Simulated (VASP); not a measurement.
Wanted: the native input for a VASP 6.6.1 run.

| Item | Value |
| --- | --- |
| Task | single point |
| Functional | PBEsol |
| Potentials or basis | VASP PAW PBE potentials, release 64 (Mo_sv, Bi_d) |
| Cutoff | 520 eV |
| k mesh | 10 × 10 × 10 |
| Occupations | gaussian, width 0.05 eV |
| Spin | no spin polarisation |
| Dipole correction | no |
| Further INCAR settings | ALGO = Fast; EDIFF = 1e-06; NBANDS = 22 |

The structure of BiMo lies in POSCAR:

```
BiMo
1.0
    0.0000000000      3.1509347928      3.1509347928
    3.1509347928      0.0000000000      3.1509347928
    3.1509347928      3.1509347928      0.0000000000
Mo Bi
1 1
Direct
    0.0000000000      0.0000000000      0.0000000000
    0.2500000000      0.2500000000      0.2500000000
```

The input as run:

INCAR

```
SYSTEM = BiMo
PREC     = Accurate       ! precision mode
ENCUT    = 520            ! plane-wave cutoff, eV
EDIFF    = 1E-6           ! SCF threshold, eV
ISMEAR   = 0              ! smearing method
SIGMA    = 0.05           ! smearing width, eV
LREAL    = .False.        ! projectors in reciprocal space
LASPH    = .True.         ! aspherical terms in the spheres
NELM     = 100            ! most SCF steps
ALGO     = Fast           ! electronic algorithm
ISIF     = 2              ! what is computed and relaxed
LWAVE    = .False.        ! write WAVECAR
LCHARG   = .False.        ! write CHGCAR
GGA      = PS             ! functional
NBANDS   = 22             ! bands
```

KPOINTS

```
regular mesh
0
Gamma
  10 10 10
  0 0 0
```

Potentials or basis: VASP PAW PBE potentials, release 64 (Mo_sv, Bi_d).

The run is started by

```bash
$ cat potpaw_PBE.64/Mo_sv/POTCAR potpaw_PBE.64/Bi_d/POTCAR > POTCAR
$ mpirun -np 1 vasp_std > vasp.out
```

Results of the run:

* Pressure: -2.7 GPa
* Band gap on the k mesh: zero (an odd number of electrons rules out a gap without spin polarisation)

Caveat: the PAW data sets were made with another functional, which shifts forces and pressure a little; spin-orbit coupling is left out, which moves the levels of the heavy elements.

Run time: 32 s on 1 thread of Intel(R) Xeon(R) 6975P-C (Granite Rapids), on a shared host, peak memory 0.24 GiB.
